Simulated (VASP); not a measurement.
# Ta2Si (I4/mcm) in VASP: notebook

The runs below take Ta2Si through single point, with PBEsol.

Program: VASP 6.6.1. These are calculated values, not measurements. Logs are shortened: lines on timing, memory, paths and dates and some standing lists are left out, and cuts for length are marked.

### Step 1. The cell of the first run

The structure is tetragonal, space group I4/mcm (No. 140). The conventional cell has a = 6.138 Å, b = 6.138 Å, c = 5.040 Å, α = 90.00°, β = 90.00°, γ = 90.00°. Ta (site symmetry m2m) has 4 Si at 2.62 Å and 11 Ta at 2.82 to 3.25 Å within 3.5 Å. Within 3.3 Å of Si (site symmetry 422) lie 2 Si at 2.52 Å and 8 Ta at 2.62 Å.

### Step 2. Single point, PBEsol

INCAR reads:

```
SYSTEM = Ta2Si
PREC = Accurate
ENCUT = 520
EDIFF = 1E-6
ISMEAR = -1
SIGMA = 0.15
LREAL = .False.
LASPH = .True.
NELM = 60
ALGO = Fast
ISIF = 2
LWAVE = .False.
LCHARG = .False.
GGA = PS
NBANDS = 35
```

KPOINTS reads:

```
Automatic mesh
0
Gamma
  10 10 10
  0 0 0
```

POSCAR reads:

```
Ta2Si
1.0
   -3.0690160356      3.0690160356      2.5202241673
    3.0690160356     -3.0690160356      2.5202241673
    3.0690160356      3.0690160356     -2.5202241673
Ta Si
4 2
Direct
    0.6625776217      0.8374223783      0.5000000000
    0.8374223783      0.3374223783      0.1748447567
    0.3374223783      0.1625776217      0.5000000000
    0.1625776217      0.6625776217      0.8251552433
    0.2500000000      0.2500000000      0.0000000000
    0.7500000000      0.7500000000      0.0000000000
```

Potentials or basis: VASP PAW PBE potentials, release 64 (Ta_pv, Si).

On the command line:

```console
> cat potpaw_PBE.64/Ta_pv/POTCAR potpaw_PBE.64/Si/POTCAR > POTCAR
> mpirun -np 1 vasp_std > vasp.out
```

OUTCAR:

```text
SYSTEM = Ta2Si
   PREC = Accurate
   ENCUT = 520
   EDIFF = 1E-6
   ISMEAR = -1
   LREAL = .False.
   LASPH = .True.
   NELM = 60
   ISIF = 2
   GGA = PS

 ion  position               nearest neighbor table
   1  0.663  0.837  0.500-   5 2.62   6 2.62   6 2.62   5 2.62   3 2.82   3 2.94   3 2.94   2 3.21
                             4 3.21   4 3.21   2 3.21   4 3.25   2 3.25   4 3.25   2 3.25
   2  0.837  0.337  0.175-   6 2.62   5 2.62   5 2.62   6 2.62   4 2.82   4 2.94   4 2.94   1 3.21
                             3 3.21   3 3.21   1 3.21   1 3.25   3 3.25   3 3.25   1 3.25
   3  0.337  0.163  0.500-   6 2.62   5 2.62   5 2.62   6 2.62   1 2.82   1 2.94   1 2.94   2 3.21
                             4 3.21   4 3.21   2 3.21   4 3.25   2 3.25   2 3.25   4 3.25
   4  0.163  0.663  0.825-   6 2.62   5 2.62   5 2.62   6 2.62   2 2.82   2 2.94   2 2.94   3 3.21
                             1 3.21   1 3.21   3 3.21   3 3.25   1 3.25   1 3.25   3 3.25
   5  0.250  0.250  0.000-   6 2.52   6 2.52   1 2.62   3 2.62   1 2.62   3 2.62   2 2.62   4 2.62
                             4 2.62   2 2.62
   6  0.750  0.750  0.000-   5 2.52   5 2.52   3 2.62   1 2.62   3 2.62   1 2.62   4 2.62   2 2.62
                             4 2.62   2 2.62

  LATTYP: Found a body centered tetragonal cell.
 ALAT       =     6.1380320712
 C/A-ratio  =     0.8211831213

  Lattice vectors:

 A1 = (  -3.0690160356,   3.0690160356,   2.5202241673)
 A2 = (   3.0690160356,  -3.0690160356,   2.5202241673)
 A3 = (   3.0690160356,   3.0690160356,  -2.5202241673)

Analysis of symmetry for initial positions (statically):
=====================================================================
 Subroutine PRICEL returns:
 Original cell was already a primitive cell.

 Routine SETGRP: Setting up the symmetry group for a
 body centered tetragonal supercell.

 Subroutine GETGRP returns: Found 16 space group operations
 (whereof  8 operations were pure point group operations)
 out of a pool of 16 trial point group operations.

The static configuration has the point symmetry C_4h.
 The point group associated with its full space group is D_4h.

Analysis of symmetry for dynamics (positions and initial velocities):
=====================================================================
 Subroutine PRICEL returns:
 Original cell was already a primitive cell.

 Routine SETGRP: Setting up the symmetry group for a
 body centered tetragonal supercell.

 Subroutine GETGRP returns: Found 16 space group operations
 (whereof  8 operations were pure point group operations)
 out of a pool of 16 trial point group operations.

The dynamic configuration has the point symmetry C_4h.
 The point group associated with its full space group is D_4h.

 Subroutine INISYM returns: Found 16 space group operations
 (whereof  8 operations are pure point group operations),
 and found     1 'primitive' translations

----------------------------------------------------------------------------------------

                                     Primitive cell

  volume of cell :      94.9505

  direct lattice vectors                    reciprocal lattice vectors
    -3.069016036  3.069016036  2.520224167     0.000000000  0.162918667  0.198395050
     3.069016036 -3.069016036  2.520224167     0.162918667  0.000000000  0.198395050
     3.069016036  3.069016036 -2.520224167     0.162918667  0.162918667  0.000000000

  length of vectors
     5.018889191  5.018889191  5.018889191     0.256715967  0.256715967  0.230401788

  position of ions in fractional coordinates (direct lattice)
     0.662577622  0.837422378  0.500000000
     0.837422378  0.337422378  0.174844757
     0.337422378  0.162577622  0.500000000
     0.162577622  0.662577622  0.825155243
     0.250000000  0.250000000  0.000000000
     0.750000000  0.750000000  0.000000000

  ion indices of the primitive-cell ions
   primitive index   ion index
                 1           1
                 2           2
                 3           3
                 4           4
                 5           5
                 6           6

----------------------------------------------------------------------------------------

 KPOINTS: Automatic mesh

Automatic generation of k-mesh.
 Grid dimensions read from file:
 generate k-points for:   10   10   10

 Generating k-lattice:

  Cartesian coordinates                     Fractional coordinates (reciprocal lattice)
     0.000000000  0.016291867  0.019839505     0.100000000  0.000000000 -0.000000000
     0.016291867  0.000000000  0.019839505     0.000000000  0.100000000 -0.000000000
     0.016291867  0.016291867  0.000000000     0.000000000  0.000000000  0.100000000

  Length of vectors
     0.025671597  0.025671597  0.023040179

  Shift w.r.t. Gamma in fractional coordinates (k-lattice)
     0.000000000  0.000000000  0.000000000

 Subroutine IBZKPT returns following result:
 ===========================================

 Found    102 irreducible k-points:

 Following reciprocal coordinates:
            Coordinates               Weight
  0.000000  0.000000  0.000000      1.000000
  0.100000 -0.000000  0.000000      8.000000
  0.200000 -0.000000  0.000000      8.000000
  0.300000  0.000000  0.000000      8.000000
  0.400000  0.000000  0.000000      8.000000
  0.500000 -0.000000  0.000000      4.000000
[... 16 lines left out ...]
  0.300000  0.300000  0.000000      8.000000
  0.400000  0.300000  0.000000     16.000000
 [... further k-points ...]
   k-points           NKPTS =    102   k-points in BZ     NKDIM =    102   number of bands    NBANDS=     35
   number of dos      NEDOS =    301   number of ions     NIONS =      6
   total plane-waves  NPLWV =  64000
   dimension x,y,z NGX =    40 NGY =   40 NGZ =   40
   dimension x,y,z NGXF=    80 NGYF=   80 NGZF=   80
   ions per type =               4   2
   NGX,Y,Z   is equivalent  to a cutoff of  13.25, 13.25, 13.25 a.u.
   NGXF,Y,Z  is equivalent  to a cutoff of  26.50, 26.50, 26.50 a.u.
 SYSTEM =  Ta2Si
   PREC   = accura    normal or accurate (medium, high low for compatibility)
   ISTART =      0    job   : 0-new  1-cont  2-samecut
   ICHARG =      2    charge: 1-file 2-atom 10-const
   ISPIN  =      1    spin polarized calculation?
   LNONCOLLINEAR =      F non collinear calculations
   LSORBIT =      F    spin-orbit coupling
   LASPH  =      T    aspherical Exc in radial PAW
   ENCUT  =  520.0 eV  38.22 Ry    6.18 a.u.   9.33  9.33  9.33*2*pi/ulx,y,z
   NELM   =     60;   NELMIN=  2; NELMDL= -5     # of ELM steps
   EDIFF  = 0.1E-05   stopping-criterion for ELM
   LREAL  =      F    real-space projection
   EDIFFG = 0.1E-04   stopping-criterion for IOM
   NSW    =      0    number of steps for IOM
   IBRION =     -1    ionic relax: 0-MD 1-quasi-New 2-CG
   NFREE  =      0    steps in history (QN), initial steepest desc. (CG)
   ISIF   =      2    stress and relaxation
   ISYM   =      2    0-nonsym 1-usesym 2-fastsym
   POTIM  = 0.5000    time-step for ionic-motion
   TEBEG  =    0.0;   TEEND  =   0.0 temperature during run
   PSTRESS=    0.0 pullay stress
   NELECT =      52.0000    total number of electrons
   NUPDOWN=      -1.0000    fix difference up-down
   EMIN   =  10.00;   EMAX   =-10.00  energy-range for DOS
   EFERMI =   0.00;   METHOD = LEGACY
   ISMEAR =    -1;   SIGMA  =   0.15  broadening in eV -4-tet -1-fermi 0-gaus
   EFERMI_NEDOS =   21; number of points for ismear=-14 and -15
   IALGO  =     68    algorithm
   IMIX   =      4    mixing-type and parameters
     AMIX     =   0.40;   BMIX     =  1.00
     AMIX_MAG =   1.60;   BMIX_MAG =  1.00
  volume/ion in A,a.u.               =      15.83       106.79
  Fermi-wavevector in a.u.,A,eV,Ry     =   1.339399  2.531098 24.408728  1.793991
  Thomas-Fermi vector in A             =   2.467794
   LORBIT       =      0    0 simple, 1 ext, 2 COOP (PROOUT), +10 PAW based schemes
   GGA     = PS    functional components
   LHFCALC =     F    Hartree Fock is set to
   AEXX    =    0.0000 exact exchange contribution
   IVDW    =     0    specifies the selected vdW correction
   LEPSILON=     F    determine dielectric tensor
   LRPA    =     F    only Hartree local field effects (RPA)
 non-spin polarized calculation
 RMM-DIIS sequential band-by-band and
  energy-cutoff  :      520.00
  volume of cell :       94.95
 maximum number of plane-waves:      2593
 NGX is ok and might be reduce to    40
   NGX = 19   NGY = 19   NGZ = 19

 number of electron      52.0000000 magnetization

 Free energy of the ion-electron system (eV)
  ---------------------------------------------------
  ext. energy  EPLUGINS =         0.00000000
  ---------------------------------------------------
  free energy    TOTEN  =       -65.43697150 eV

  energy without entropy =      -65.17509572  energy(sigma->0) =      -65.30603361

 E-fermi :   7.5304     XC(G=0): -12.5960

 val. band max:        7.5159722416   @ k =  -0.4000  -0.4000   0.3000
 cond. band min:       7.5325127943   @ k =  -0.2000   0.2000   0.2000
 fundamental gap:      0.0165405528
 Fermi energy:         7.5304336254

 k-point     1 :       0.0000    0.0000    0.0000
  band No.  band energies     occupation
      1     -26.9331      2.00000
      2     -26.9249      2.00000
      3     -26.9249      2.00000
      4     -26.8640      2.00000
      5     -26.8640      2.00000
      6     -26.8466      2.00000
[... 27 lines left out ...]
     34      11.9374      0.00000
     35      13.1678      0.00000

 k-point     2 :       0.1000   -0.0000    0.0000
  band No.  band energies     occupation
      1     -26.9604      2.00000
      2     -26.9511      2.00000
      3     -26.9272      2.00000
      4     -26.8408      2.00000
      5     -26.8365      2.00000
      6     -26.8333      2.00000
[... 27 lines left out ...]
     34      11.6751      0.00000
     35      13.0261      0.00000

 k-point     3 :       0.2000   -0.0000    0.0000
  band No.  band energies     occupation
      1     -26.9943      2.00000
      2     -26.9893      2.00000
      3     -26.9399      2.00000
      4     -26.8291      2.00000
      5     -26.8127      2.00000
      6     -26.7918      2.00000
[... 27 lines left out ...]
     34      11.8851      0.00000
     35      12.6847      0.00000
[... 723 lines left out ...]
 k-point    23 :       0.3000    0.3000    0.0000
  band No.  band energies     occupation
      1     -27.0512      2.00000
      2     -26.9582      2.00000
      3     -26.9269      2.00000
      4     -26.8486      2.00000
      5     -26.8449      2.00000
      6     -26.7449      2.00000
[... 27 lines left out ...]
     34      11.1381      0.00000
     35      12.1517      0.00000

 k-point    24 :       0.4000    0.3000    0.0000
  band No.  band energies     occupation
      1     -27.0326      2.00000
      2     -26.9541      2.00000
      3     -26.9347      2.00000
      4     -26.8584      2.00000
      5     -26.8239      2.00000
      6     -26.7520      2.00000
[... 27 lines left out ...]
     34      11.3507      0.00000
     35      11.8679      0.00000

 [... further k-points ...]
[... 5 lines left out ...]
  --------------------------------------------------------------------------------------
  -------------------------------------------------------------------------------------
  Total        0.1782397      0.1782397      0.1507276      0.0000000     -0.0000000      0.0000000
  in kB        3.0075824      3.0075824      2.5433492      0.0000000     -0.0000000      0.0000000
  external PRESSURE =       2.8528380 kB  Pullay stress =       0.0000000 kB

 VOLUME and BASIS-vectors are now :
 -----------------------------------------------------------------------------
  energy-cutoff  :      520.00
  volume of cell :       94.95
      direct lattice vectors                 reciprocal lattice vectors
    -3.069016036  3.069016036  2.520224167     0.000000000  0.162918667  0.198395050
     3.069016036 -3.069016036  2.520224167     0.162918667  0.000000000  0.198395050
     3.069016036  3.069016036 -2.520224167     0.162918667  0.162918667  0.000000000

 POSITION                                       TOTAL-FORCE (eV/Angst)
 -----------------------------------------------------------------------------------
      2.07111      0.99791      2.52022         0.004885     -0.004885      0.000000
     -0.99791      2.07111      2.52022         0.004885      0.004885      0.000000
      0.99791      2.07111      0.00000        -0.004885      0.004885      0.000000
      4.06692      0.99791      0.00000        -0.004885     -0.004885     -0.000000
      0.00000      0.00000      1.26011        -0.000000      0.000000      0.000000
      0.00000      0.00000      3.78034        -0.000000      0.000000      0.000000
 -----------------------------------------------------------------------------------
    total drift:                                0.000000     -0.000000      0.000000

  FREE ENERGIE OF THE ION-ELECTRON SYSTEM (eV)
  ---------------------------------------------------
  free  energy   TOTEN  =       -65.4369714983 eV

  energy  without entropy=      -65.1750957203  energy(sigma->0) =      -65.30603361
```

Wall time 6.4 min (1 thread of Intel Xeon Platinum 8488C (Sapphire Rapids), shared host); peak memory 0.42 GiB.

Results:

```yaml
Free_energy: -65.4370 eV
Pressure: 0.3 GPa
Largest_force: 0.007 eV/Å
Band_gap_on_the_k_mesh: zero (bands 26 and 27 overlap by 0.75 eV)
```

Forces on the atoms (eV/Å):
```
Ta   0.005 -0.005  0.000
Ta   0.005  0.005  0.000
Ta  -0.005  0.005  0.000
Ta  -0.005 -0.005  0.000
Si   0.000  0.000  0.000
Si   0.000  0.000  0.000
```

Caveat: the PAW data sets were made with another functional, which shifts forces and pressure a little; spin-orbit coupling is left out, which moves the levels of the heavy elements.

### Step 3. Single point, PBEsol (16.29 Å³/atom)

This run uses another cell than the first one, of 16.29 Å³/atom.

INCAR reads:

```
SYSTEM = Ta2Si
ALGO = Fast
EDIFF = 1E-7
ENCUT = 520
GGA = PS
ISIF = 2
ISMEAR = 0
LASPH = .True.
LCHARG = .False.
LREAL = .False.
LWAVE = .False.
NBANDS = 35
NELM = 100
PREC = Accurate
SIGMA = 0.1
```

KPOINTS reads:

```
k-points
0
Gamma
  10 10 10
  0 0 0
```

POSCAR reads:

```
Ta2Si
1.0
   -3.0979546398      3.0979546398      2.5461716023
    3.0979546398     -3.0979546398      2.5461716023
    3.0979546398      3.0979546398     -2.5461716023
Ta Si
4 2
Direct
    0.6634172954      0.8365827046      0.5000000000
    0.8365827046      0.3365827046      0.1731654092
    0.3365827046      0.1634172954      0.5000000000
    0.1634172954      0.6634172954      0.8268345908
    0.2500000000      0.2500000000      0.0000000000
    0.7500000000      0.7500000000      0.0000000000
```

Potentials or basis: VASP PAW PBE potentials, release 64 (Ta_pv, Si).

On the command line:

```console
> cat potpaw_PBE.64/Ta_pv/POTCAR potpaw_PBE.64/Si/POTCAR > POTCAR
> mpirun -np 1 vasp_std > vasp.out
```

It took 7.3 min on 1 thread of Intel Xeon Platinum 8488C (Sapphire Rapids), shared host; peak memory 0.43 GiB.

It converged, with:

```yaml
Free_energy: -65.2648 eV
Pressure: -6.1 GPa
Largest_force: 0.006 eV/Å
Band_gap_on_the_k_mesh: zero (bands 26 and 27 overlap by 0.70 eV)
```

Forces on the atoms (eV/Å):
```
Ta   0.004 -0.004  0.000
Ta   0.004  0.004  0.000
Ta  -0.004  0.004  0.000
Ta  -0.004 -0.004  0.000
Si   0.000  0.000  0.000
Si   0.000  0.000  0.000
```

Levels at points of the mesh, in eV from the Fermi level:
| k point | band 23 | band 24 | band 25 | band 26 | band 27 | band 28 | band 29 | band 30 |
| --- | --- | --- | --- | --- | --- | --- | --- | --- |
| (0.00, 0.00, 0.00) | -2.44 | -1.99 | 0.18 | 0.20 | 0.89 | 1.31 | 1.31 | 1.54 |
| (0.50, 0.00, 0.00) | -1.92 | -1.92 | -1.06 | -1.06 | 0.68 | 0.68 | 1.84 | 1.84 |
| (0.50, 0.50, 0.00) | -1.93 | -1.43 | -0.19 | 0.04 | 0.07 | 0.64 | 1.29 | 1.75 |
| (0.50, 0.50, 0.50) | -1.02 | -1.01 | -0.97 | -0.97 | -0.21 | 0.24 | 0.71 | 0.71 |

Caveat: the cell stands under tension; the PAW data sets were made with another functional, which shifts forces and pressure a little; spin-orbit coupling is left out, which moves the levels of the heavy elements.

(Continued in part 2 of 2.)
